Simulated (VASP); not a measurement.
# Si (I4_1/amd) in VASP: notebook, part 2 of 2

VASP 6.6.1. The steps go on from the part before.

## 3. Single point, LDA

Input file INCAR:

```
ALGO     = Normal         # electronic algorithm
EDIFF    = 1E-7           # SCF threshold, eV
ENCUT    = 520            # plane-wave cutoff, eV
ISIF     = 2              # what is computed and relaxed
ISMEAR   = 0              # smearing method
LASPH    = True           # aspherical terms in the spheres
LCHARG   = False          # write CHGCAR
LREAL    = False          # projectors in reciprocal space
LWAVE    = False          # write WAVECAR
NBANDS   = 11             # bands
NELM     = 80             # most SCF steps
PREC     = Accurate       # precision mode
SIGMA    = 0.15           # smearing width, eV
```

Input file KPOINTS:

```
k-points
0
Gamma
  22 22 22
```

Input file POSCAR:

```
Si
1.0
   -2.3713723045      2.3713723045      1.3292653899
    2.3713723045     -2.3713723045      1.3292653899
    2.3713723045      2.3713723045     -1.3292653899
Si
2
Direct
    0.2500000000      0.7500000000      0.5000000000
    0.5000000000      0.5000000000      0.0000000000
```

Potentials or basis: VASP PAW LDA potentials, release 64 (Si).

The run is started by

```sh
cat potpaw_LDA.64/Si/POTCAR > POTCAR
mpirun -np 1 vasp_std > vasp.out
```

OUTCAR:

```text
EDIFF = 1E-7
   ENCUT = 520
   ISIF = 2
   ISMEAR = 0
   LASPH = True
   LREAL = False
   NELM = 80
   PREC = Accurate

 ion  position               nearest neighbor table
   1  0.250  0.750  0.500-   2 2.46   2 2.46   2 2.46   2 2.46   2 3.10   2 3.10   2 3.10   2 3.10

   2  0.500  0.500  0.000-   1 2.46   1 2.46   1 2.46   1 2.46   1 3.10   1 3.10   1 3.10   1 3.10

  LATTYP: Found a body centered tetragonal cell.
 ALAT       =     4.7427446090
 C/A-ratio  =     0.5605468983

  Lattice vectors:

 A1 = (  -2.3713723045,   2.3713723045,   1.3292653899)
 A2 = (   2.3713723045,  -2.3713723045,   1.3292653899)
 A3 = (   2.3713723045,   2.3713723045,  -1.3292653899)

Analysis of symmetry for initial positions (statically):
=====================================================================
 Subroutine PRICEL returns:
 Original cell was already a primitive cell.

 Routine SETGRP: Setting up the symmetry group for a
 body centered tetragonal supercell.

 Subroutine GETGRP returns: Found 16 space group operations
 (whereof  8 operations were pure point group operations)
 out of a pool of 16 trial point group operations.

The static configuration has the point symmetry D_2d.
 The point group associated with its full space group is D_4h.

Analysis of symmetry for dynamics (positions and initial velocities):
=====================================================================
 Subroutine PRICEL returns:
 Original cell was already a primitive cell.

 Routine SETGRP: Setting up the symmetry group for a
 body centered tetragonal supercell.

 Subroutine GETGRP returns: Found 16 space group operations
 (whereof  8 operations were pure point group operations)
 out of a pool of 16 trial point group operations.

The dynamic configuration has the point symmetry D_2d.
 The point group associated with its full space group is D_4h.

 Subroutine INISYM returns: Found 16 space group operations
 (whereof  8 operations are pure point group operations),
 and found     1 'primitive' translations

[... 115 lines left out ...]
  volume/ion in A,a.u.               =      14.95       100.89
  Fermi-wavevector in a.u.,A,eV,Ry     =   1.054908  1.993486 15.140973  1.112830
  Thomas-Fermi vector in A             =   2.190086
   LORBIT       =      0    0 simple, 1 ext, 2 COOP (PROOUT), +10 PAW based schemes
   GGA     = CA    functional components
   LHFCALC =     F    Hartree Fock is set to
   AEXX    =    0.0000 exact exchange contribution
   IVDW    =     0    specifies the selected vdW correction
   LEPSILON=     F    determine dielectric tensor
   LRPA    =     F    only Hartree local field effects (RPA)
 non-spin polarized calculation
 Gauss-broadening in eV      SIGMA  =   0.15
  energy-cutoff  :      520.00
  volume of cell :       29.90
 maximum number of plane-waves:       818
   NGX = 13   NGY = 13   NGZ = 13

 number of electron       8.0000000 magnetization

 Free energy of the ion-electron system (eV)
  ---------------------------------------------------
  ext. energy  EPLUGINS =         0.00000000
  ---------------------------------------------------
  free energy    TOTEN  =       -11.50320369 eV

  energy without entropy =      -11.49506743  energy(sigma->0) =      -11.49913556

 E-fermi :   9.3584     XC(G=0): -11.0654

 val. band max:        9.3440126800   @ k =  -0.1818  -0.2727   0.0455
 cond. band min:       9.3595428100   @ k =   0.3636   0.3182   0.0000
 fundamental gap:      0.0155301301
 Fermi energy:         9.3584476773

 k-point     1 :       0.0000    0.0000    0.0000
  band No.  band energies     occupation
      1      -4.5011      2.00000
      2       6.9319      2.00000
      3       6.9319      2.00000
      4       7.5746      2.00000
      5      10.9451      0.00000
      6      16.8585      0.00000
      7      18.3545      0.00000
      8      18.3915      0.00000
      9      18.3915      0.00000
     10      19.6200      0.00000
     11      19.9800      0.00000
[... 309 lines left out ...]
 k-point    24 :      -0.4545    0.0455   -0.0000
  band No.  band energies     occupation
      1       0.1373      2.00000
      2       4.2339      2.00000
      3       6.1332      2.00000
      4       7.2708      2.00000
      5       9.0327      1.99787
      6      11.3328      0.00000
      7      13.6812      0.00000
      8      15.2364      0.00000
      9      17.4407      0.00000
     10      19.7054      0.00000
     11      22.0335      0.00000

 [... further k-points ...]
[... 5 lines left out ...]
  --------------------------------------------------------------------------------------
  -------------------------------------------------------------------------------------
  Total       -0.0534078     -0.0534078     -0.3086925      0.0000000      0.0000000      0.0000000
  in kB       -2.8618295     -2.8618295    -16.5411438      0.0000000      0.0000000      0.0000000
  external PRESSURE =      -7.4216009 kB  Pullay stress =       0.0000000 kB

 VOLUME and BASIS-vectors are now :
 -----------------------------------------------------------------------------
  energy-cutoff  :      520.00
  volume of cell :       29.90
      direct lattice vectors                 reciprocal lattice vectors
    -2.371372304  2.371372304  1.329265390     0.000000000  0.210848376  0.376147610
     2.371372304 -2.371372304  1.329265390     0.210848376  0.000000000  0.376147610
     2.371372304  2.371372304 -1.329265390     0.210848376  0.210848376  0.000000000

 POSITION                                       TOTAL-FORCE (eV/Angst)
 -----------------------------------------------------------------------------------
      2.37137     -0.00000      0.66463        -0.000000     -0.000000      0.000000
      0.00000      0.00000      1.32927         0.000000      0.000000     -0.000000
 -----------------------------------------------------------------------------------
    total drift:                                0.000000      0.000000      0.000000

  FREE ENERGIE OF THE ION-ELECTRON SYSTEM (eV)
  ---------------------------------------------------
  free  energy   TOTEN  =       -11.5032036878 eV

  energy  without entropy=      -11.4950674328  energy(sigma->0) =      -11.49913556
```

stdout:

```text
POSCAR found type information on POSCAR Si
 POSCAR found :  1 types and       2 ions
 scaLAPACK will be used
 LDA part: xc-table for (Slater(with rela. corr.)+CA(PZ))
 , standard interpolation
 POSCAR, INCAR and KPOINTS ok, starting setup
 FFT: planning ... GRIDC
 FFT: planning ... GRID_SOFT
 FFT: planning ... GRID
 WAVECAR not read
 entering main loop
```

Run time: 2.8 min. Hardware: 1 thread of AMD EPYC 7R13 (Zen 3), shared host; peak memory 0.28 GiB.

What came out:

| Item | Value |
| --- | --- |
| Free energy | -11.5032 eV |
| Pressure | -0.7 GPa |
| Band gap on the k mesh | zero (band 4 reaches 11.73 eV, above the bottom of band 5 at 5.00 eV) |

Levels at points of the mesh, in eV from the Fermi level:
| k point | band 1 | band 2 | band 3 | band 4 | band 5 | band 6 | band 7 | band 8 |
| --- | --- | --- | --- | --- | --- | --- | --- | --- |
| (0.00, 0.00, 0.00) | -13.86 | -2.43 | -2.43 | -1.78 | 1.59 | 7.50 | 9.00 | 9.03 |
| (0.50, 0.00, 0.00) | -7.74 | -6.87 | -2.09 | -1.82 | -1.52 | 1.07 | 4.55 | 5.52 |
| (0.50, 0.50, 0.00) | -10.70 | -10.70 | 0.42 | 0.42 | 2.74 | 2.74 | 8.05 | 8.05 |
| (0.50, 0.50, 0.50) | -8.24 | -8.24 | -6.83 | -6.83 | 5.49 | 5.49 | 13.14 | 13.14 |
